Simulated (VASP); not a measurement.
The system is CoO.

```
Co O
1.0
     0.00000    2.21033    2.21033
     2.21033    0.00000    2.21033
     2.21033    2.21033    0.00000
Co O
1 1
Direct
  0.00000 0.00000 0.00000
  0.25000 0.25000 0.25000
```

```yaml
Program: VASP 6.6.1
Task: relaxation of cell and atoms
Functional: PBE
Potentials_or_basis: VASP PAW PBE potentials, release 64 (Co, O)
Cutoff: 600 eV
k_mesh: 8 × 8 × 8
Occupations: gaussian, width 0.1 eV
Spin: collinear spin, ferromagnetic start
Starting_moments: "[2.64, 0.26] μB"
Hubbard_terms: Co d U = 3.32 eV
```

At the start: pressure 22.1 GPa; volume 10.80 Å³/atom.

Q: Where does the relaxation end?

A: Over 3 steps the energy falls by 92.5 meV/atom and the volume is 12.30 Å³/atom (+13.9 %); space group F-43m (No. 216, to 0.1 Å) before and after; moment 3.00 μB per cell.

The path:
```
step  energy change (eV)  largest force (eV/Å)  pressure (GPa)  volume (Å³)
   1              0.0000                0.0000           22.06        21.60
   2             -0.1290                0.0000           -8.45        26.59
   3             -0.1849                0.0000            0.01        24.61
```

Final structure:
```cif
data_structure
_symmetry_space_group_name_H-M 'P 1'
_symmetry_Int_Tables_number 1
_cell_length_a 3.2648
_cell_length_b 3.2648
_cell_length_c 3.2648
_cell_angle_alpha 60.000
_cell_angle_beta 60.000
_cell_angle_gamma 60.000
_cell_volume 24.61
loop_
_atom_site_label
_atom_site_type_symbol
_atom_site_fract_x
_atom_site_fract_y
_atom_site_fract_z
_atom_site_occupancy
Co1 Co 0.00000 0.00000 0.00000 1
O1 O 0.25000 0.25000 0.25000 1
```

Caveat: a cell with one magnetic atom can't hold antiferromagnetic order, which such compounds often take.
